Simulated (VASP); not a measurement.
Input of a VASP 6.6.1 run:

Contents of POSCAR:

```
SiC
1.0
    0.0000000000      2.2208975234      2.2208975234
    2.2208975234      0.0000000000      2.2208975234
    2.2208975234      2.2208975234      0.0000000000
Si C
1 1
Direct
    0.0000000000      0.0000000000      0.0000000000
    0.2500000000      0.2500000000      0.2500000000
```

The input INCAR.step1:

```
SYSTEM = SiC
PREC     = Accurate       ! precision mode
ENCUT    = 660            ! plane-wave cutoff, eV
ISMEAR   = 0              ! smearing method
SIGMA    = 0.02           ! smearing width, eV
LREAL    = .False.        ! projectors in reciprocal space
LASPH    = .True.         ! aspherical terms in the spheres
NELM     = 120            ! most SCF steps
NBANDS   = 11             ! bands
GGA      = PE             ! functional
ALGO     = Normal         ! electronic algorithm
EDIFF    = 1E-5           ! SCF threshold, eV
LWAVE    = .True.         ! write WAVECAR
LCHARG   = .False.        ! write CHGCAR
GGA_COMPAT= .False.
```

File INCAR.step2:

```
SYSTEM = SiC
PREC     = Accurate       ! precision mode
ENCUT    = 660            ! plane-wave cutoff, eV
EDIFF    = 1E-6           ! SCF threshold, eV
ISMEAR   = 0              ! smearing method
SIGMA    = 0.02           ! smearing width, eV
LREAL    = .False.        ! projectors in reciprocal space
LASPH    = .True.         ! aspherical terms in the spheres
NELM     = 120            ! most SCF steps
ALGO     = Normal         ! electronic algorithm
ISIF     = 2              ! what is computed and relaxed
LWAVE    = .False.        ! write WAVECAR
LCHARG   = .False.        ! write CHGCAR
METAGGA  = R2SCAN         ! meta-GGA
LMIXTAU  = .True.       
NBANDS   = 11             ! bands
ISTART   = 1            
GGA_COMPAT= .False.
```

The input KPOINTS:

```
Automatic mesh
0
Gamma
  10 10 10
  0 0 0
```

Potentials or basis: VASP PAW PBE potentials, release 64 (Si, C).

Launch:

```console
$ cat potpaw_PBE.64/Si/POTCAR potpaw_PBE.64/C/POTCAR > POTCAR
$ cp INCAR.step1 INCAR
$ mpirun -np 1 vasp_std > vasp.out
$ cp INCAR.step2 INCAR
$ mpirun -np 1 vasp_std > vasp.out
```

Estimate the pressure.

-12.1 GPa.

What does it give for the band gap on the k mesh?

1.76 eV, indirect (least direct gap 4.98 eV).

Caveat: the PAW data sets were made with another functional, which shifts forces and pressure a little. A k mesh can miss the band edges.
